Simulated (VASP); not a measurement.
GaAs2:

```
CELL_PARAMETERS angstrom
3.87303 0.00000 0.00000
-1.93652 3.35414 0.00000
0.00000 0.00000 5.29059
ATOMIC_POSITIONS crystal
Ga 0.00000 0.00000 0.50000
As 0.33333 0.66667 0.77054
As 0.33333 0.66667 0.22946
```

The cell was generated, and may not be a known phase.

Base run:

- Program: VASP 6.6.1
- Functional: PBE
- Potentials or basis: VASP PAW PBE potentials, release 64 (Ga_d, As)
- Cutoff: 500 eV
- k mesh: 6 × 6 × 4
- Occupations: gaussian, width 0.1 eV
- Spin: no spin polarisation

Its results: band gap on the k mesh zero (an odd number of electrons rules out a gap without spin polarisation); pressure 1.3 GPa; largest force 0.666 eV/Å.

**Question.** The run is repeated on the same cell with these changes: k mesh from 6 × 6 × 4 to 6 × 6 × 3; occupations from gaussian, width 0.1 eV to gaussian, width 0.2 eV. What comes out?

**Answer.** Band gap on the k mesh zero (an odd number of electrons rules out a gap without spin polarisation); pressure 0.4 GPa; largest force 0.021 eV/Å.

Caveats: some runs use coarse meshes; an odd number of electrons without spin polarisation forces a metal; a magnetic or distorted state may lie lower; the stress differs along the axes, from -1 to 5 GPa (at least some runs).
